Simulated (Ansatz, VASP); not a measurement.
## One calculation of Ta2Si, two programs

```
CELL_PARAMETERS angstrom
-3.31385 3.31385 2.51990
3.31385 -3.31385 2.51990
3.31385 3.31385 -2.51990
ATOMIC_POSITIONS crystal
Ta 0.66307 0.83693 0.50000
Ta 0.83693 0.33693 0.17387
Ta 0.33693 0.16307 0.50000
Ta 0.16307 0.66307 0.82613
Si 0.25000 0.25000 0.00000
Si 0.75000 0.75000 0.00000
```

Change from the starting cell: strain +0.080 along x and y, +0.000 along z, atoms carried along.

Alike in both runs: task single point; functional PBEsol; k mesh 12 × 12 × 12; occupations gaussian, width 0.15 eV; no spin polarisation.

|  | VASP | Ansatz |
| --- | --- | --- |
| version | VASP 6.6.1 | Ansatz 0.2.0 |
| potentials or method | VASP PAW PBE potentials, release 64 (Ta_pv, Si), cutoff 520 eV | scalar-relativistic, plane waves, PAW |
| valence electrons in the cell | 52 | 60 |

Ansatz gave:

| Item | Value |
| --- | --- |
| gap on the k mesh at the Fermi level (eV) | none |
| pressure (GPa) | -25.2 |
| traceless stress, the component that is largest in VASP (GPa) | 8.46 |
| rms of the force components (eV/Å) | 0.120 |

Q: Estimate VASP's values.

A: gap on the k mesh at the Fermi level (eV): none; pressure (GPa): -25.1; traceless stress, the component that is largest in VASP (GPa): 8.44; rms of the force components (eV/Å): 0.119.

VASP's potentials were made for PBE, not for PBEsol. Atom by atom the forces differ by 0.001 eV/Å (rms over components). A gap of «none» marks a metal or a gap that the smearing closes. With one functional, cell and mesh, what is left measures potentials, basis and numerics. VASP's potentials hold 52 valence electrons a cell and Ansatz's 60, so a difference there can come from the potentials and not from the codes.

Spin-orbit coupling is off throughout.
